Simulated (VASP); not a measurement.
Sc: single point with r2SCAN

Sc:

```
Sc
1.0
     3.32917    0.00000    0.00000
    -1.66458    2.88314    0.00000
     0.00000    0.00000    5.18724
Sc
2
Direct
  0.33333 0.66667 0.75000
  0.66667 0.33333 0.25000
```

```json
{
 "Program": "VASP 6.6.1",
 "Task": "single point",
 "Functional": "r2SCAN",
 "Potentials or basis": "VASP PAW PBE potentials, release 64 (Sc_sv)",
 "Cutoff": "550 eV",
 "k mesh": "14 × 14 × 8",
 "Occupations": "gaussian, width 0.05 eV",
 "Spin": "no spin polarisation"
}
```

The pressure is 0.2 GPa and the band gap on the k mesh is zero (bands 11 and 12 overlap by 1.58 eV).

Stress tensor (GPa, compression positive):
```
0.15 0.00 0.00
0.00 0.15 0.00
0.00 0.00 0.28
```

Levels at points of the mesh, in eV from the Fermi level:
```csv
k point,band 9,band 10,band 11,band 12,band 13,band 14
"(0.00, 0.00, 0.00)",-5.48,-1.68,0.44,1.79,1.79,2.07
"(0.50, 0.00, 0.00)",-1.71,-1.13,-0.66,-0.42,1.40,1.54
"(0.00, 0.00, 0.50)",-3.87,-3.87,1.09,1.09,1.71,1.71
"(0.50, 0.00, 0.50)",-1.51,-1.51,0.04,0.04,1.31,1.31
```

It took 3.1 min on 1 thread of Intel(R) Xeon(R) 6975P-C (Granite Rapids) (shared host), peak memory 0.24 GiB.

Caveat: the PAW data sets were made with another functional, which shifts forces and pressure a little.
